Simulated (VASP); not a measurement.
Write the native input for VASP 6.6.1 that does the following.

```yaml
Task: single point
Functional: PBE
Potentials_or_basis: VASP PAW PBE potentials, release 64 (Ba_sv, Ti_sv, O)
Cutoff: 520 eV
k_mesh: 8 × 8 × 8
Occupations: fermi-dirac, width 0.05 eV
Spin: no spin polarisation
Dipole_correction: no
Further_INCAR_settings: ALGO = Normal; EDIFF = 1e-06; NBANDS = 28
```

The structure of BaTiO3 lies in POSCAR:

```
BaTiO3
1.0
    3.9027690157      0.0000000000      0.0000000000
    0.0000000000      2.7791347697      2.7877061482
    0.0000000000     -2.7791347697      2.7877061482
Ba Ti O
1 1 3
Direct
    0.0000000000      0.0000000000      0.0000000000
    0.5000000000      0.5079000000      0.5079000000
    0.0000000000      0.4921000000      0.4921000000
    0.5000000000      0.5025100000      0.9937100000
    0.5000000000      0.9937100000      0.5025100000
```

This cell differs from its parent crystal: volume scaled by 0.94.

One way to write it, as run:

INCAR

```
SYSTEM = BaTiO3
PREC = Accurate ; ENCUT = 520
EDIFF = 1E-6 ; ISMEAR = -1
SIGMA = 0.05 ; LREAL = .False.
LASPH = .True. ; NELM = 60
ALGO = Normal ; ISIF = 2
LWAVE = .False. ; LCHARG = .True.
GGA = PE ; LELF = .True.
LVHAR = .True. ; NBANDS = 28
```

KPOINTS

```
Automatic mesh
0
Gamma
  8 8 8
  0 0 0
```

Potentials or basis: VASP PAW PBE potentials, release 64 (Ba_sv, Ti_sv, O).

Launch:

```console
$ cat potpaw_PBE.64/Ba_sv/POTCAR potpaw_PBE.64/Ti_sv/POTCAR potpaw_PBE.64/O/POTCAR > POTCAR
$ mpirun -np 1 vasp_std > vasp.out
```

Results of the run:

```yaml
Pressure: 16.3 GPa
Largest_force: 0.175 eV/Å
Band_gap_on_the_k_mesh: 1.91 eV, indirect (least direct gap 2.03 eV)
```

Caveat: spin-orbit coupling is left out, which moves the levels of the heavy elements.

Run time: 72 s on 1 thread of Intel(R) Xeon(R) 6975P-C (Granite Rapids), on a shared host, peak memory 0.29 GiB.
